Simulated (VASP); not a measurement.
A run of VASP 6.6.1 is set up as follows.

Contents of INCAR:

```
SYSTEM = Ir
PREC = Accurate
ENCUT = 520
EDIFF = 1E-7
ISMEAR = -1
SIGMA = 0.06122561905347299
LREAL = .False.
LASPH = .True.
NELM = 80
ALGO = Normal
ISIF = 2
LWAVE = .False.
LCHARG = .True.
GGA = PE
LELF = .True.
LVHAR = .True.
NBANDS = 16
```

Contents of KPOINTS:

```
regular mesh
0
Gamma
  12 12 12
  0 0 0
```

Contents of POSCAR:

```
Ir
1.0
    0.0000000000      2.8401405819      2.8401405819
    2.8401405819      0.0000000000      2.8401405819
    2.8401405819      2.8401405819      0.0000000000
Ir
2
Direct
    0.0000000000      0.0000000000      0.0000000000
    0.2500000000      0.2500000000      0.2500000000
```

Potentials or basis: VASP PAW PBE potentials, release 64 (Ir).

The run is started by

```bash
$ cat potpaw_PBE.64/Ir/POTCAR > POTCAR
$ mpirun -np 1 vasp_std > vasp.out
```

Task: Predict the pressure.

Result: -9.7 GPa.

Task: Predict the band gap on the k mesh.

Result: Zero (band 9 reaches 5.42 eV, above the bottom of band 10 at 4.05 eV).

Caveat: spin-orbit coupling is left out, which moves the levels of the heavy elements.
